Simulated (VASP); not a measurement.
# EuI3 (Fm-3m) in VASP: further runs, part 2 of 2

VASP 6.6.1. Earlier steps stand in the parts before.

### 4 Single point, PBE, collinear spin, ferromagnetic start

This run uses another cell than the first one, of 24.78 Å³/atom.

The input, INCAR:

```
PREC = Accurate
ENCUT = 520
EDIFF = 1E-6
ISMEAR = -1
SIGMA = 0.05
LREAL = F
LASPH = T
NELM = 150
ALGO = Normal
ISIF = 2
LWAVE = F
LCHARG = F
ISPIN = 2
MAGMOM = 7 0 0 0
LORBIT = 11
LMAXMIX = 6
GGA = PE
NBANDS = 31
```

The input, KPOINTS:

```
Automatic mesh
0
Gamma
  6 6 6
```

The input, POSCAR:

```
EuI3
1.0
    0.0000000000      3.6732243238      3.6732243238
    3.6732243238      0.0000000000      3.6732243238
    3.6732243238      3.6732243238      0.0000000000
Eu I
1 3
Direct
    0.0000000000      0.0000000000      0.0000000000
    0.5000000000      0.5000000000      0.5000000000
    0.2500000000      0.2500000000      0.2500000000
    0.7500000000      0.7500000000      0.7500000000
```

Potentials or basis: VASP PAW PBE potentials, release 64 (Eu, I).

Run with:

```console
$ cat potpaw_PBE.64/Eu/POTCAR potpaw_PBE.64/I/POTCAR > POTCAR
$ mpirun -np 1 vasp_std > vasp.out
```

OUTCAR:

```text
PREC = Accurate
   ENCUT = 520
   EDIFF = 1E-6
   ISMEAR = -1
   LREAL = F
   LASPH = T
   NELM = 150
   ISIF = 2
   ISPIN = 2
   LORBIT = 11
   GGA = PE

 ion  position               nearest neighbor table
   1  0.000  0.000  0.000-   3 3.18   4 3.18   4 3.18   4 3.18   4 3.18   3 3.18   3 3.18   3 3.18

   2  0.500  0.500  0.500-   3 3.18   4 3.18   3 3.18   3 3.18   3 3.18   4 3.18   4 3.18   4 3.18

   3  0.250  0.250  0.250-   1 3.18   2 3.18   1 3.18   1 3.18   1 3.18   2 3.18   2 3.18   2 3.18

   4  0.750  0.750  0.750-   1 3.18   2 3.18   2 3.18   2 3.18   2 3.18   1 3.18   1 3.18   1 3.18

[... 1308 lines left out ...]
     3.673224324  0.000000000  3.673224324     0.136120192 -0.136120192  0.136120192
     3.673224324  3.673224324  0.000000000     0.136120192  0.136120192 -0.136120192

 POSITION                                       TOTAL-FORCE (eV/Angst)
 -----------------------------------------------------------------------------------
      0.00000      0.00000      0.00000        -0.000000     -0.000000     -0.000000
      3.67322      3.67322      3.67322        -0.000000     -0.000000     -0.000000
      1.83661      1.83661      1.83661        -0.000000     -0.000000      0.000000
      5.50984      5.50984      5.50984         0.000000      0.000000     -0.000000
 -----------------------------------------------------------------------------------
    total drift:                               -0.000000      0.000000      0.000000

  FREE ENERGIE OF THE ION-ELECTRON SYSTEM (eV)
  ---------------------------------------------------
  free  energy   TOTEN  =       -17.2629152741 eV

  energy  without entropy=      -17.2320749513  energy(sigma->0) =      -17.24749511

 total charge

# of ion       s       p       d       f       tot
--------------------------------------------------
    1        2.037   5.744   0.413   6.527  14.720
    2        1.549   2.772   0.066   0.000   4.386
    3        1.530   2.812   0.069   0.000   4.411
    4        1.530   2.812   0.069   0.000   4.411
--------------------------------------------------
tot          6.645  14.139   0.617   6.527  27.928

 magnetization (x)

# of ion       s       p       d       f       tot
--------------------------------------------------
    1       -0.012  -0.110   0.068   6.459   6.406
    2       -0.007  -0.188   0.000   0.000  -0.195
    3       -0.005  -0.108   0.001   0.000  -0.113
    4       -0.005  -0.108   0.001   0.000  -0.113
--------------------------------------------------
tot         -0.029  -0.515   0.070   6.459   5.986
```

OSZICAR:

```text
N       E                     dE             d eps       ncg     rms          rms(c)
DAV:   1     0.253815578300E+03    0.25382E+03   -0.14181E+04  2951   0.422E+03
DAV:   2     0.226492459561E+02   -0.23117E+03   -0.21152E+03  3073   0.573E+02
DAV:   3    -0.119728910577E+02   -0.34622E+02   -0.33582E+02  3090   0.118E+02
DAV:   4    -0.147094788416E+02   -0.27366E+01   -0.27163E+01  3780   0.255E+01
DAV:   5    -0.148709935895E+02   -0.16151E+00   -0.16138E+00  3144   0.767E+00    0.375E+01
DAV:   6    -0.186782272279E+02   -0.38072E+01   -0.52930E+00  2764   0.498E+01    0.278E+01
DAV:   7    -0.176146008503E+02    0.10636E+01   -0.18292E+00  2849   0.347E+01    0.141E+01
DAV:   8    -0.177920042092E+02   -0.17740E+00   -0.75802E+00  2752   0.617E+01    0.130E+01
DAV:   9    -0.172247108504E+02    0.56729E+00   -0.97706E-01  3026   0.235E+01    0.530E+00
DAV:  10    -0.172558313784E+02   -0.31121E-01   -0.82139E-02  3427   0.421E+00    0.285E+00
DAV:  11    -0.172623951402E+02   -0.65638E-02   -0.15068E-02  3617   0.300E+00    0.224E+00
DAV:  12    -0.172616236490E+02    0.77149E-03   -0.57066E-03  3363   0.213E+00    0.160E+00
DAV:  13    -0.172628530555E+02   -0.12294E-02   -0.24726E-03  3340   0.131E+00    0.279E-01
DAV:  14    -0.172629040641E+02   -0.51009E-04   -0.63976E-04  3726   0.180E-01    0.136E-01
DAV:  15    -0.172629213895E+02   -0.17325E-04   -0.58669E-05  3423   0.961E-02    0.110E-01
DAV:  16    -0.172629186613E+02    0.27281E-05   -0.10896E-05  3143   0.383E-02    0.819E-02
DAV:  17    -0.172629148477E+02    0.38137E-05   -0.51821E-06  2811   0.482E-02    0.244E-02
DAV:  18    -0.172629152741E+02   -0.42642E-06   -0.25338E-06  2385   0.260E-02
   1 F= -.17262915E+02 E0= -.17247495E+02  d E =-.308403E-01  mag=     6.1521
```

Wall time 84 s (1 thread of AMD EPYC 9R45 (Zen 5), shared host); peak memory 0.3 GiB.

Results:

```
Free energy                                           : -17.2629 eV
Pressure                                              : 23.1 GPa
Net moment                                            : 6.15 μB per cell
Site moments                                          : Eu +6.41; I -0.20, -0.11 (each value once) μB
Valence electrons inside the program's atomic spheres : Eu 14.72; I 4.39, 4.41 (each value once)
```

Levels at points of the mesh, in eV from the Fermi level:
Spin up:
| k point | band 19 | band 20 | band 21 | band 22 | band 23 | band 24 | band 25 | band 26 |
| --- | --- | --- | --- | --- | --- | --- | --- | --- |
| (0.00, 0.00, 0.00) | -0.49 | -0.31 | -0.16 | -0.16 | -0.16 | 0.79 | 0.79 | 4.71 |
| (0.50, 0.00, 0.00) | -0.40 | -0.37 | -0.37 | -0.20 | 0.06 | 3.42 | 3.92 | 3.92 |
| (0.50, 0.50, 0.00) | -0.47 | -0.33 | 0.07 | 0.47 | 0.47 | 1.90 | 2.15 | 3.21 |
Spin down:
```
           k point  band 13  band 14  band 15  band 16  band 17  band 18  band 19  band 20
(0.00, 0.00, 0.00)    -4.37    -0.52    -0.52    -0.52     1.16     1.16     4.20     4.28
(0.50, 0.00, 0.00)    -2.30    -1.05    -1.05    -0.07     4.03     4.09     4.09     4.09
(0.50, 0.50, 0.00)    -2.09    -1.19     0.00     0.00     2.37     2.75     3.60     3.72
```

Caveat: the cell stands under pressure; spin-orbit coupling is left out, which moves the levels of the heavy elements; semilocal functionals describe open f shells poorly, which spoils levels, moments and volumes. The state reached can hang on the start; a lower one may exist.

### 5 Single point, PBE, collinear spin, ferromagnetic start

This run uses another cell than the first one, of 25.29 Å³/atom.

The input, INCAR:

```
SYSTEM = EuI3
  ALGO = Normal
  EDIFF = 1E-6
  ENCUT = 520
  GGA = PE
  ISIF = 2
  ISMEAR = -1
  ISPIN = 2
  LASPH = .TRUE.
  LCHARG = .FALSE.
  LMAXMIX = 6
  LORBIT = 11
  LREAL = .FALSE.
  LWAVE = .FALSE.
  MAGMOM = 7 0 0 0
  NBANDS = 31
  NELM = 150
  PREC = Accurate
  SIGMA = 0.05
```

The input, KPOINTS:

```
k-points
0
G
  6 6 6
  0 0 0
```

The input, POSCAR:

```
EuI3
1.0
    0.0000000000      3.6980441600      3.6980441600
    3.6980441600      0.0000000000      3.6980441600
    3.6980441600      3.6980441600      0.0000000000
Eu I
1 3
Direct
    0.0000000000      0.0000000000      0.0000000000
    0.5000000000      0.5000000000      0.5000000000
    0.2500000000      0.2500000000      0.2500000000
    0.7500000000      0.7500000000      0.7500000000
```

Run with:

```console
$ cat potpaw_PBE.64/Eu/POTCAR potpaw_PBE.64/I/POTCAR > POTCAR
$ mpirun -np 1 vasp_std > vasp.out
```

It took 84 s on 1 thread of AMD EPYC 9R45 (Zen 5), shared host; peak memory 0.3 GiB.

Results (log left out):

| Quantity | Value |
| --- | --- |
| Free energy | -17.5401 eV |
| Pressure | 20.8 GPa |
| Net moment | 6.15 μB per cell |
| Site moments | Eu +6.41; I -0.20, -0.11 (each value once) μB |
| Valence electrons inside the program's atomic spheres | Eu 14.71; I 4.38, 4.40 (each value once) |

Levels at points of the mesh, in eV from the Fermi level:
Spin up:
| k point | band 20 | band 21 | band 22 | band 23 | band 24 | band 25 |
| --- | --- | --- | --- | --- | --- | --- |
| (0.00, 0.00, 0.00) | -0.30 | -0.16 | -0.16 | -0.16 | 0.89 | 0.89 |
| (0.50, 0.00, 0.00) | -0.36 | -0.36 | -0.20 | 0.05 | 3.42 | 3.91 |
| (0.50, 0.50, 0.00) | -0.33 | 0.06 | 0.46 | 0.46 | 1.93 | 2.21 |
Spin down:
```csv
k point,band 14,band 15,band 16,band 17,band 18,band 19
"(0.00, 0.00, 0.00)",-0.53,-0.53,-0.53,1.26,1.26,4.21
"(0.50, 0.00, 0.00)",-1.00,-1.00,-0.08,4.04,4.11,4.11
"(0.50, 0.50, 0.00)",-1.17,0.01,0.01,2.40,2.82,3.66
```

Caveat: the cell stands under pressure; spin-orbit coupling is left out, which moves the levels of the heavy elements; semilocal functionals describe open f shells poorly, which spoils levels, moments and volumes.

### 6 Overview

| cell | gap on the mesh (eV) | pressure (GPa) | moment (μB) |
| --- | --- | --- | --- |
| a = 5.123 Å, angles 60.0°, 4 atoms | none | 28.2 | 6.15 |
| a = 5.159 Å, angles 60.0°, 4 atoms | none | 25.5 | 6.15 |
| a = 5.195 Å, angles 60.0°, 4 atoms | none | 23.1 | 6.15 |
| a = 5.230 Å, angles 60.0°, 4 atoms | none | 20.8 | 6.15 |

Alike in all rows: task single point; level PBE; potentials or basis VASP PAW PBE potentials, release 64 (Eu, I); spin collinear, ferromagnetic start; k mesh 6 × 6 × 6; cutoff (eV) 520; smearing fermi-dirac 0.05 eV.

Caveats: the cell stands under pressure; spin-orbit coupling is left out, which moves the levels of the heavy elements; semilocal functionals describe open f shells poorly, which spoils levels, moments and volumes.

Total energies depend on the potentials used, so only differences within one code and one set of settings carry meaning.
